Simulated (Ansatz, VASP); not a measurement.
**Al2O3 in VASP and in Ansatz**

File INCAR:

```
SYSTEM = Al2O3
PREC = Accurate ; ENCUT = 520
EDIFF = 1E-7 ; ISMEAR = 0
SIGMA = 0.05 ; LREAL = .FALSE.
LASPH = .TRUE. ; NELM = 80
ALGO = Normal ; ISIF = 2
LWAVE = .FALSE. ; LCHARG = .FALSE.
GGA = PE ; IVDW = 12
NBANDS = 20
```

KPOINTS

```
Automatic mesh
0
G
  9 9 4
  0 0 0
```

POSCAR

```
Al2O3
1.0
    2.9416895826      0.0000000000      0.0000000000
   -1.4708447913      2.5475779086      0.0000000000
    0.0000000000      0.0000000000      7.4858055969
Al O
2 3
Direct
    0.0000000000      0.0000000000      0.1907358529
    0.0000000000      0.0000000000      0.8092641471
    0.3333333333      0.6666666667      0.2909453217
    0.6666666667      0.3333333333      0.0000000000
    0.3333333333      0.6666666667      0.7090546783
```

Input for Ansatz:

```yaml
crystal:
  lattice:
    - [2.9416895826, 0.0, 0.0]
    - [-1.4708447913, 2.5475779086, 0.0]
    - [0.0, 0.0, 7.4858055969]
  atoms:
    - { symbol: Al, position: [0.0, 0.0, 0.1907358529] }
    - { symbol: Al, position: [0.0, 0.0, 0.8092641471] }
    - { symbol: O, position: [0.3333333333, 0.6666666667, 0.2909453217] }
    - { symbol: O, position: [0.6666666667, 0.3333333333, 0.0] }
    - { symbol: O, position: [0.3333333333, 0.6666666667, 0.7090546783] }
basis:
  ecutwfc: 520.0
kpoints:
  mp_grid: { grid: [9, 9, 4] }
hamiltonian:
  xc: pbe
  pseudopotentials: { kind: paw, azcp: { folder: soft_1 } }
  dispersion: d3bj
scf:
  occupations: { method: gaussian, width: 0.05 }
output:
  forces: true
  stress: true
  eigenvalues: true
  write_density: true
  write_potential: true
  elf: true
  volumetric_format: npy
```

Alike in both runs: task single point; functional PBE; dispersion D3(BJ); k mesh 9 × 9 × 4; occupations gaussian, width 0.05 eV; no spin polarisation.

|  | VASP | Ansatz |
| --- | --- | --- |
| version | VASP 6.6.1 | Ansatz 0.2.0 |
| potentials or method | VASP PAW PBE potentials, release 64 (Al, O), cutoff 520 eV | scalar-relativistic, plane waves, PAW |
| valence electrons in the cell | 24 | 24 |

|  | VASP | Ansatz | Ansatz less VASP |
| --- | --- | --- | --- |
| gap on the k mesh at the Fermi level (eV) | 3.68 | 3.71 | +0.027 |
| least direct gap on the mesh (eV) | 3.75 | 3.77 | +0.026 |
| pressure (GPa) | -14.9 | -14.9 | 0.00 |
| traceless stress, the component that is largest in VASP (GPa) | 2.73 | 2.96 | +0.227 |
| rms of the force components (eV/Å) | 0.697 | 0.684 | -0.0124 |

Atom by atom the forces differ by 0.013 eV/Å (rms over components).
